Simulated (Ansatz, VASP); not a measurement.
**S: VASP beside Ansatz**

The input INCAR:

```
SYSTEM = S
PREC = Accurate
ENCUT = 520
EDIFF = 1E-7
ISMEAR = -1
SIGMA = 0.08
LREAL = .False.
LASPH = .True.
NELM = 80
ALGO = Normal
ISIF = 2
LWAVE = .False.
LCHARG = .False.
GGA = CA
NBANDS = 9
```

KPOINTS

```
Automatic mesh
0
Gamma
  16 16 16
  0 0 0
```

File POSCAR:

```
S
1.0
    0.0000000000      1.4336289688      1.4336289688
    1.4336289688      0.0000000000      1.4336289688
    1.4336289688      1.4336289688      0.0000000000
S
1
Direct
    0.0000000000      0.0000000000      0.0000000000
```

Input for Ansatz:

```yaml
crystal:
  lattice:
    - [0.0, 1.4336289688, 1.4336289688]
    - [1.4336289688, 0.0, 1.4336289688]
    - [1.4336289688, 1.4336289688, 0.0]
  atoms:
    - { symbol: S, position: [0.0, 0.0, 0.0] }
kpoints:
  mp_grid: { grid: [16, 16, 16] }
scf:
  occupations: { method: fermi_dirac, width: 0.08 }
hamiltonian:
  xc: lda
  pseudopotentials: { kind: all_electron, datasets: crystal }
output:
  forces: true
  stress: true
  eigenvalues: true
```

Change from the starting cell: volume scaled by 0.4, crystal datasets.

Alike in both runs: task single point; functional LDA; k mesh 16 × 16 × 16; occupations fermi-dirac, width 0.08 eV; no spin polarisation.

```csv
,VASP,Ansatz
version,VASP 6.6.1,Ansatz 0.2.0
potentials or method,"VASP PAW LDA potentials, release 64 (S), cutoff 520 eV","all-electron PAW with datasets made for the crystal, scalar-relativistic"
```

Ansatz gave:

| Item | Value |
| --- | --- |
| pressure (GPa) | 532.3 |

Question: Estimate VASP's values.

Answer: Pressure (GPa): 517.7.

LDA's correlation is that of Perdew and Zunger in VASP and of Perdew and Wang (1992) in Ansatz. Both programs put the cell under a high pressure, so it lies far from rest at this level. Ansatz ran all-electron here, and VASP with PAW potentials.

Noted on VASP's run: the cell as given lies far from equilibrium.
